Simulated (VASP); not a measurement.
Input of a VASP 6.6.1 run:

File INCAR:

```
SYSTEM = Cu4O
PREC = Accurate
ENCUT = 520
EDIFF = 1E-6
ISMEAR = 0
SIGMA = 0.1
LREAL = .FALSE.
LASPH = .TRUE.
NELM = 150
ALGO = Normal
ISIF = 2
LWAVE = .FALSE.
LCHARG = .FALSE.
ISPIN = 2
MAGMOM = 1 1 1 1 0
LORBIT = 11
LMAXMIX = 4
GGA = PE
NBANDS = 37
```

The input KPOINTS:

```
Automatic mesh
0
G
  6 6 6
  0 0 0
```

POSCAR

```
Cu4O
1.0
   -2.4860554500      2.4860554500      2.4860554500
    2.4860554500     -2.4860554500      2.4860554500
    2.4860554500      2.4860554500     -2.4860554500
Cu O
4 1
Direct
    0.0000000000      0.0000000000      0.5000000000
    0.0000000000      0.5000000000      0.0000000000
    0.5000000000      0.0000000000      0.0000000000
    0.5000000000      0.5000000000      0.5000000000
    0.0000000000      0.0000000000      0.0000000000
```

Potentials or basis: VASP PAW PBE potentials, release 64 (Cu, O).

Launch:

```sh
$ cat potpaw_PBE.64/Cu/POTCAR potpaw_PBE.64/O/POTCAR > POTCAR
$ mpirun -np 1 vasp_std > vasp.out
```

Q: Predict the pressure.

A: 5.8 GPa.

Q: Estimate the band gap on the k mesh.

A: Zero (filled and empty bands overlap).

With open d or f shells a metallic result of PBE can be an artefact of self-interaction; +U or a hybrid may open a gap.
